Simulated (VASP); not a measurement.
## Sn3GeO: relaxation of cell and atoms with PBE

Sn3GeO:

```
Sn Ge O
1.0
     5.62590    0.00000    0.00000
     0.00000    5.62590    0.00000
     0.00000    0.00000    5.62590
Sn Ge O
3 1 1
Direct
  0.50000 0.00000 0.00000
  0.00000 0.50000 0.00000
  0.00000 0.00000 0.50000
  0.50000 0.50000 0.50000
  0.00000 0.00000 0.00000
```

```
Program                : VASP 6.6.1
Task                   : relaxation of cell and atoms
Functional             : PBE
Potentials or basis    : VASP PAW PBE potentials, release 64 (Sn_d, Ge_d, O)
Cutoff                 : 600 eV
k mesh                 : 4 × 4 × 4
Occupations            : gaussian, width 0.1 eV
Spin                   : no spin polarisation
Dipole correction      : no
Further INCAR settings : ALGO = Normal; EDIFF = 1e-06; IBRION = 2; EDIFFG = -0.04; NSW = 90; ISIF = 3
```

```yaml
Relaxed_volume: 22.92 Å³/atom
Relaxed_cell: a = 4.857 Å, b = 4.857 Å, c = 4.857 Å, α = 90.00°, β = 90.00°, γ = 90.00°
Space_group_after_relaxing_to_0.05_Å: Pm-3m (No. 221)
Energy_gained_by_relaxing: 592.8 meV/atom
Ionic_steps: 4
Pressure_after_relaxing: 0.0 GPa
Band_gap_on_the_k_mesh: zero (band 31 reaches 6.99 eV, above the bottom of band 32 at 6.37 eV)
```

Step by step:
| step | energy change (eV) | largest force (eV/Å) | pressure (GPa) | volume (Å³) |
| --- | --- | --- | --- | --- |
| 1 | 0.0000 | 0.0000 | -10.01 | 178.06 |
| 2 | -2.7682 | 0.0000 | -4.85 | 126.66 |
| 3 | -2.9620 | 0.0000 | -0.55 | 115.79 |
| 4 | -2.9641 | 0.0000 | 0.04 | 114.58 |

Final structure:
```yaml
crystal:
  lattice:
    - [4.85703, 0.00000, 0.00000]
    - [0.00000, 4.85703, 0.00000]
    - [0.00000, 0.00000, 4.85703]
  atoms:
    - { symbol: Sn, position: [0.50000, 0.00000, 0.00000] }
    - { symbol: Sn, position: [0.00000, 0.50000, 0.00000] }
    - { symbol: Sn, position: [0.00000, 0.00000, 0.50000] }
    - { symbol: Ge, position: [0.50000, 0.50000, 0.50000] }
    - { symbol: O, position: [0.00000, 0.00000, 0.00000] }
```

Levels at points of the mesh, in eV from the Fermi level:
```
           k point  band 27  band 28  band 29  band 30  band 31  band 32  band 33  band 34  band 35  band 36
(0.00, 0.00, 0.00)    -5.05    -5.05    -1.61    -1.61    -1.61     2.13     2.13     2.13     3.98     3.98
(0.50, 0.00, 0.00)    -4.75    -1.61    -1.55    -1.55     0.02     0.67     0.67     1.46     2.45     2.96
(0.50, 0.50, 0.00)    -2.59    -2.59    -1.33    -0.06    -0.06    -0.01     0.12     0.12     1.55     4.46
(0.50, 0.50, 0.50)    -4.15    -4.15    -1.70    -1.70    -1.70    -0.60     4.44     4.44     4.44     4.99
```

Run time: 5.6 min on 1 thread of Intel Xeon 6975P-C, with other jobs on the host, peak memory 0.39 GiB.

Caveat: the volume moved by over 15 % at a fixed basis, so the end points are rough; spin-orbit coupling is left out, which moves the levels of the heavy elements.
